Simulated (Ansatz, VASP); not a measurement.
C: VASP beside Ansatz

File INCAR:

```
SYSTEM = C
PREC     = Accurate       ! precision mode
ENCUT    = 520            ! plane-wave cutoff, eV
EDIFF    = 1E-7           ! SCF threshold, eV
ISMEAR   = 0              ! smearing method
SIGMA    = 0.02           ! smearing width, eV
LREAL    = .False.        ! projectors in reciprocal space
LASPH    = .True.         ! aspherical terms in the spheres
NELM     = 60             ! most SCF steps
ALGO     = Normal         ! electronic algorithm
ISIF     = 2              ! what is computed and relaxed
LWAVE    = .False.        ! write WAVECAR
LCHARG   = .False.        ! write CHGCAR
GGA      = PE             ! functional
NBANDS   = 11             ! bands
```

The input KPOINTS:

```
regular mesh
0
Gamma
  14 14 14
  0 0 0
```

The input POSCAR:

```
C
1.0
    0.0000000000      2.1150016800      3.3912692400
    1.2432763200     -0.0669600000      3.4338092400
    1.2432763200      2.1819616800     -0.0425400000
C
2
Direct
    0.1085595508      0.8233034664      0.1766965336
    0.8914404492      0.1766965336      0.8233034664
```

Input for Ansatz:

```yaml
crystal:
  lattice:
    - [0.0, 2.11500168, 3.39126924]
    - [1.24327632, -0.06696, 3.43380924]
    - [1.24327632, 2.18196168, -0.04254]
  atoms:
    - { symbol: C, position: [0.1085595508, 0.8233034664, 0.1766965336] }
    - { symbol: C, position: [0.8914404492, 0.1766965336, 0.8233034664] }
basis:
  ecutwfc: 420
kpoints:
  mp_grid: { grid: [14, 14, 14] }
hamiltonian:
  xc: pbe
scf:
  occupations: { method: gaussian, width: 0.02 }
output:
  forces: true
  stress: true
  eigenvalues: true
```

Alike in both runs: task single point; functional PBE; k mesh 14 × 14 × 14; occupations gaussian, width 0.02 eV; no spin polarisation.

|  | VASP | Ansatz |
| --- | --- | --- |
| version | VASP 6.6.1 | Ansatz 0.2.0 |
| potentials or method | VASP PAW PBE potentials, release 64 (C), cutoff 520 eV | scalar-relativistic, plane waves, PAW |
| valence electrons in the cell | 8 | 8 |

Ansatz gave:

- gap on the k mesh at the Fermi level (eV): none
- pressure (GPa): -8.3
- traceless stress, the component that is largest in VASP (GPa): -24.26
- rms of the force components (eV/Å): 4.998

Q: Which values does VASP return?

A: gap on the k mesh at the Fermi level (eV): none; pressure (GPa): -8.0; traceless stress, the component that is largest in VASP (GPa): -24.45; rms of the force components (eV/Å): 5.004.

Atom by atom the forces differ by 0.029 eV/Å (rms over components). A gap of «none» marks a metal or a gap that the smearing closes.
